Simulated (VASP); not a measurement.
# BaTiO3 (Pm-3m) in VASP: single point with PBE

Aim: the single point of BaTiO3 with PBE.

Program: VASP 6.6.1. These are calculated values, not measurements. Logs are shortened: lines on timing, memory, paths and dates and some standing lists are left out, and cuts for length are marked.

**1. The cell of the first run**

It takes space group Pm-3m (No. 221, cubic). Conventional cell: a = 4.019 Å, b = 4.019 Å, c = 4.019 Å, α = 90.00°, β = 90.00°, γ = 90.00°. Within 3.7 Å of Ba (site symmetry m-3m) lie 12 O at 2.84 Å and 8 Ti at 3.48 Å. Ti (site symmetry m-3m) has 6 O at 2.01 Å within 2.7 Å. Within 2.7 Å of O (site symmetry 4/mmm) lie 2 Ti at 2.01 Å.

**2. Single point, PBE**

File INCAR:

```
SYSTEM = BaTiO3
PREC = Accurate ; ENCUT = 1340
EDIFF = 1E-6 ; ISMEAR = 0
SIGMA = 0.05 ; LREAL = .FALSE.
LASPH = .TRUE. ; NELM = 120
ALGO = Normal ; ISIF = 2
LWAVE = .FALSE. ; LCHARG = .FALSE.
GGA = PE ; NBANDS = 28
GGA_COMPAT = .FALSE.
```

File KPOINTS:

```
regular mesh
0
G
  6 6 6
  0 0 0
```

File POSCAR:

```
BaTiO3
1.0
    4.0192501412      0.0000000000      0.0000000000
    0.0000000000      4.0192501412      0.0000000000
    0.0000000000      0.0000000000      4.0192501412
Ba Ti O
1 1 3
Direct
    0.5000000000      0.5000000000      0.5000000000
    0.0000000000      0.0000000000      0.0000000000
    0.5000000000      0.0000000000      0.0000000000
    0.0000000000      0.5000000000      0.0000000000
    0.0000000000      0.0000000000      0.5000000000
```

Potentials or basis: VASP PAW PBE potentials, release 64 (Ba_sv, Ti_sv, O_h).

On the command line:

```console
> cat potpaw_PBE.64/Ba_sv/POTCAR potpaw_PBE.64/Ti_sv/POTCAR potpaw_PBE.64/O_h/POTCAR > POTCAR
> mpirun -np 1 vasp_std > vasp.out
```

OUTCAR:

```text
SYSTEM = BaTiO3
   PREC = Accurate
   ENCUT = 1340
   EDIFF = 1E-6
   ISMEAR = 0
   LREAL = .FALSE.
   LASPH = .TRUE.
   NELM = 120
   ISIF = 2
   GGA = PE

 ion  position               nearest neighbor table
   1  0.500  0.500  0.500-   3 2.84   4 2.84   5 2.84   3 2.84   4 2.84   3 2.84   5 2.84   3 2.84
                             4 2.84   5 2.84   4 2.84   5 2.84   2 3.48   2 3.48   2 3.48   2 3.48
   2  0.000  0.000  0.000-   3 2.01   4 2.01   5 2.01   5 2.01   4 2.01   3 2.01   1 3.48   1 3.48
                             1 3.48   1 3.48   1 3.48   1 3.48   1 3.48   1 3.48
   3  0.500  0.000  0.000-   2 2.01   2 2.01   1 2.84   1 2.84   1 2.84   1 2.84
   4  0.000  0.500  0.000-   2 2.01   2 2.01   1 2.84   1 2.84   1 2.84   1 2.84
   5  0.000  0.000  0.500-   2 2.01   2 2.01   1 2.84   1 2.84   1 2.84   1 2.84

  LATTYP: Found a simple cubic cell.
 ALAT       =     4.0192501412

  Lattice vectors:

 A1 = (   4.0192501412,   0.0000000000,   0.0000000000)
 A2 = (   0.0000000000,   4.0192501412,   0.0000000000)
 A3 = (   0.0000000000,   0.0000000000,   4.0192501412)

Analysis of symmetry for initial positions (statically):
=====================================================================
 Subroutine PRICEL returns:
 Original cell was already a primitive cell.

 Routine SETGRP: Setting up the symmetry group for a
 simple cubic supercell.

 Subroutine GETGRP returns: Found 48 space group operations
 (whereof 48 operations were pure point group operations)
 out of a pool of 48 trial point group operations.

The static configuration has the point symmetry O_h .

Analysis of symmetry for dynamics (positions and initial velocities):
=====================================================================
 Subroutine PRICEL returns:
 Original cell was already a primitive cell.

 Routine SETGRP: Setting up the symmetry group for a
 simple cubic supercell.

 Subroutine GETGRP returns: Found 48 space group operations
 (whereof 48 operations were pure point group operations)
 out of a pool of 48 trial point group operations.

The dynamic configuration has the point symmetry O_h .

 Subroutine INISYM returns: Found 48 space group operations
 (whereof 48 operations are pure point group operations),
 and found     1 'primitive' translations

----------------------------------------------------------------------------------------

[... 87 lines left out ...]
   ISPIN  =      1    spin polarized calculation?
   LNONCOLLINEAR =      F non collinear calculations
   LSORBIT =      F    spin-orbit coupling
   LASPH  =      T    aspherical Exc in radial PAW
   ENCUT  = 1340.0 eV  98.49 Ry    9.92 a.u.  12.00 12.00 12.00*2*pi/ulx,y,z
   NELM   =    120;   NELMIN=  2; NELMDL= -5     # of ELM steps
   EDIFF  = 0.1E-05   stopping-criterion for ELM
   LREAL  =      F    real-space projection
[... 7 lines left out ...]
   TEBEG  =    0.0;   TEEND  =   0.0 temperature during run
   PSTRESS=    0.0 pullay stress
   NELECT =      40.0000    total number of electrons
   NUPDOWN=      -1.0000    fix difference up-down
   EMIN   =  10.00;   EMAX   =-10.00  energy-range for DOS
   EFERMI =   0.00;   METHOD = LEGACY
   ISMEAR =     0;   SIGMA  =   0.05  broadening in eV -4-tet -1-fermi 0-gaus
   EFERMI_NEDOS =   21; number of points for ismear=-14 and -15
   IALGO  =     38    algorithm
   IMIX   =      4    mixing-type and parameters
     AMIX     =   0.40;   BMIX     =  1.00
     AMIX_MAG =   1.60;   BMIX_MAG =  1.00
  volume/ion in A,a.u.               =      12.99        87.63
  Fermi-wavevector in a.u.,A,eV,Ry     =   1.392996  2.632380 26.401250  1.940437
  Thomas-Fermi vector in A             =   2.516685
   LORBIT       =      0    0 simple, 1 ext, 2 COOP (PROOUT), +10 PAW based schemes
   GGA     = PE    functional components
   LHFCALC =     F    Hartree Fock is set to
   AEXX    =    0.0000 exact exchange contribution
   IVDW    =     0    specifies the selected vdW correction
   LEPSILON=     F    determine dielectric tensor
   LRPA    =     F    only Hartree local field effects (RPA)
 non-spin polarized calculation
 Gauss-broadening in eV      SIGMA  =   0.05
  energy-cutoff  :     1340.00
  volume of cell :       64.93
 maximum number of plane-waves:      7262
 NGX is ok and might be reduce to    48
   NGX = 23   NGY = 23   NGZ = 23

 number of electron      39.9999999 magnetization

 Free energy of the ion-electron system (eV)
  ---------------------------------------------------
  ext. energy  EPLUGINS =         0.00000000
  ---------------------------------------------------
  free energy    TOTEN  =       -40.00794762 eV

  energy without entropy =      -40.00794762  energy(sigma->0) =      -40.00794762

 E-fermi :   4.3358     XC(G=0): -11.1977

 val. band max:        4.0887633256   @ k =   0.5000   0.5000   0.5000
 cond. band min:       5.8117222960   @ k =   0.0000   0.0000   0.0000
 fundamental gap:      1.7229589704
 Fermi energy:         4.3357755685

 k-point     1 :       0.0000    0.0000    0.0000
  band No.  band energies     occupation
      1     -52.6011      2.00000
      2     -28.8049      2.00000
      3     -28.8049      2.00000
      4     -28.8049      2.00000
      5     -20.7489      2.00000
      6     -12.7711      2.00000
[... 609 lines left out ...]
     27      11.6266      0.00000
     28      11.6266      0.00000

------------------------ aborting loop because EDIFF is reached ----------------------------------------

  FORCE on cell =-STRESS in cart. coord.  units (eV):
  Direction    XX          YY          ZZ          XY          YZ          ZX
  --------------------------------------------------------------------------------------
  -------------------------------------------------------------------------------------
  Total        0.6317322      0.6317322      0.6317322     -0.0000000     -0.0000000      0.0000000
  in kB       15.5886499     15.5886499     15.5886499     -0.0000000     -0.0000000      0.0000000
  external PRESSURE =      15.5886499 kB  Pullay stress =       0.0000000 kB

 VOLUME and BASIS-vectors are now :
 -----------------------------------------------------------------------------
  energy-cutoff  :     1340.00
  volume of cell :       64.93
      direct lattice vectors                 reciprocal lattice vectors
     4.019250141  0.000000000  0.000000000     0.248802629  0.000000000  0.000000000
     0.000000000  4.019250141  0.000000000     0.000000000  0.248802629  0.000000000
     0.000000000  0.000000000  4.019250141     0.000000000  0.000000000  0.248802629

 POSITION                                       TOTAL-FORCE (eV/Angst)
 -----------------------------------------------------------------------------------
      2.00963      2.00963      2.00963         0.000000      0.000000      0.000000
      0.00000      0.00000      0.00000         0.000000      0.000000      0.000000
      2.00963      0.00000      0.00000         0.000000      0.000000      0.000000
      0.00000      2.00963      0.00000         0.000000      0.000000      0.000000
      0.00000      0.00000      2.00963         0.000000      0.000000      0.000000
 -----------------------------------------------------------------------------------
    total drift:                                0.000000      0.000000      0.000000

  FREE ENERGIE OF THE ION-ELECTRON SYSTEM (eV)
  ---------------------------------------------------
  free  energy   TOTEN  =       -40.0079476198 eV

  energy  without entropy=      -40.0079476198  energy(sigma->0) =      -40.00794762
```

stdout:

```text
POSCAR found type information on POSCAR BaTiO
 POSCAR found :  3 types and       5 ions
 scaLAPACK will be used
 LDA part: xc-table for (Slater+PW92), standard interpolation
 POSCAR, INCAR and KPOINTS ok, starting setup
 FFT: planning ... GRIDC
 FFT: planning ... GRID_SOFT
 FFT: planning ... GRID
 WAVECAR not read
 entering main loop
```

Run time: 94 s. Hardware: 1 thread of AMD EPYC 9R45 (Zen 5), shared host; peak memory 0.39 GiB.

What came out:

```yaml
Free_energy: -40.0079 eV
Pressure: 1.6 GPa
Band_gap_on_the_k_mesh: 1.72 eV (least direct gap 1.88 eV)
```

Levels at points of the mesh, in eV from the valence-band top:
| k point | band 16 | band 17 | band 18 | band 19 | band 20 | band 21 | band 22 | band 23 | band 24 | band 25 |
| --- | --- | --- | --- | --- | --- | --- | --- | --- | --- | --- |
| (0.00, 0.00, 0.00) | -1.07 | -1.07 | -0.16 | -0.16 | -0.16 | 1.72 | 1.72 | 1.72 | 3.82 | 3.82 |
| (0.50, 0.00, 0.00) | -1.88 | -1.81 | -1.81 | -0.71 | -0.71 | 1.88 | 3.42 | 3.42 | 3.83 | 5.81 |
| (0.50, 0.50, 0.00) | -2.65 | -1.72 | -0.88 | -0.88 | -0.09 | 3.43 | 3.43 | 3.84 | 4.66 | 7.54 |
| (0.50, 0.50, 0.50) | -2.41 | -2.41 | 0.00 | 0.00 | 0.00 | 4.08 | 4.08 | 4.08 | 6.67 | 6.67 |

Caveat: spin-orbit coupling is left out, which moves the levels of the heavy elements. A k mesh can miss the band edges.
